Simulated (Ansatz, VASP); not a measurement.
**Two plane-wave programs on SrAl3**

File INCAR:

```
  PREC = Accurate
  ENCUT = 520
  EDIFF = 1E-6
  ISMEAR = 0
  SIGMA = 0.05
  LREAL = False
  LASPH = True
  NELM = 60
  ALGO = Fast
  ISIF = 2
  LWAVE = False
  LCHARG = False
  GGA = PE
  NBANDS = 18
```

KPOINTS

```
regular mesh
0
Gamma
  8 8 8
```

Contents of POSCAR:

```
SrAl3
1.0
    4.5757433038      0.0000000000      0.0000000000
    0.0000000000      4.5757433038      0.0000000000
    0.0000000000      0.0000000000      4.5757433038
Sr Al
1 3
Direct
    0.0000000000      0.0000000000      0.0000000000
    0.0000000000      0.5000000000      0.5000000000
    0.5000000000      0.5000000000      0.0000000000
    0.5000000000      0.0000000000      0.5000000000
```

Input for Ansatz:

```yaml
crystal:
  lattice:
    - [4.5757433038, 0.0, 0.0]
    - [0.0, 4.5757433038, 0.0]
    - [0.0, 0.0, 4.5757433038]
  atoms:
    - { symbol: Sr, position: [0.0, 0.0, 0.0] }
    - { symbol: Al, position: [0.0, 0.5, 0.5] }
    - { symbol: Al, position: [0.5, 0.5, 0.0] }
    - { symbol: Al, position: [0.5, 0.0, 0.5] }
basis:
  ecutwfc: 420
  ecutrho_ratio: 4
kpoints:
  mp_grid: { grid: [8, 8, 8] }
hamiltonian:
  xc: pbe
scf:
  occupations: { method: gaussian, width: 0.05 }
output:
  forces: true
  stress: true
  eigenvalues: true
```

Alike in both runs: task single point; functional PBE; k mesh 8 × 8 × 8; occupations gaussian, width 0.05 eV; no spin polarisation.

|  | VASP | Ansatz |
| --- | --- | --- |
| version | VASP 6.6.1 | Ansatz 0.2.0 |
| potentials or method | VASP PAW PBE potentials, release 64 (Sr_sv, Al), cutoff 520 eV | scalar-relativistic, plane waves, PAW |
| valence electrons in the cell | 19 | 19 |

|  | VASP | Ansatz | Ansatz less VASP |
| --- | --- | --- | --- |
| gap on the k mesh at the Fermi level (eV) | none | none | - |
| pressure (GPa) | -2.7 | -2.8 | -0.02 |

A gap of «none» marks a metal or a gap that the smearing closes.
